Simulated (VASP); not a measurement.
Wanted: the native input for a VASP 6.6.1 run.

```yaml
Task: single point
Functional: PBE
Potentials_or_basis: VASP PAW PBE potentials, release 64 (Ti_sv, H)
Cutoff: 520 eV
k_mesh: 9 × 9 × 1
Occupations: gaussian, width 0.1 eV
Spin: no spin polarisation
Dipole_correction: yes
Further_INCAR_settings: ALGO = Normal; EDIFF = 1e-06; NBANDS = 26
```

The structure of Ti3H lies in POSCAR:

```
Ti3H
1.0
    2.9075446922      0.0000000000      0.0000000000
    0.0000000000      2.9075446922      0.0000000000
    0.0000000000      0.0000000000     19.3059825228
Ti H
3 1
Direct
    0.5000000000      0.5000000000      0.2071896623
    0.0000000000      0.0000000000      0.3057583538
    0.5000000000      0.5000000000      0.4043297208
    0.8333333333      0.8333333333      0.4648634980
```

One way to write it, as run:

INCAR

```
PREC = Accurate ; ENCUT = 520
EDIFF = 1E-6 ; ISMEAR = 0
SIGMA = 0.1 ; LREAL = False
LASPH = True ; NELM = 100
ALGO = Normal ; ISIF = 2
LWAVE = False ; LCHARG = True
LDIPOL = True ; IDIPOL = 3
DIPOL = 0.5 0.5 0.346 ; GGA = PE
LELF = True ; LVHAR = True
LVACPOTAV = True ; NBANDS = 26
```

KPOINTS

```
Automatic mesh
0
Gamma
  9 9 1
```

Potentials or basis: VASP PAW PBE potentials, release 64 (Ti_sv, H).

Run with:

```sh
$ cat potpaw_PBE.64/Ti_sv/POTCAR potpaw_PBE.64/H/POTCAR > POTCAR
$ mpirun -np 1 vasp_std > vasp.out
```

Results of the run:

```yaml
Largest_force: 1.132 eV/Å
```

Run time: 85 s on 1 thread of Intel(R) Xeon(R) 6975P-C (Granite Rapids), on a shared host, peak memory 0.31 GiB.
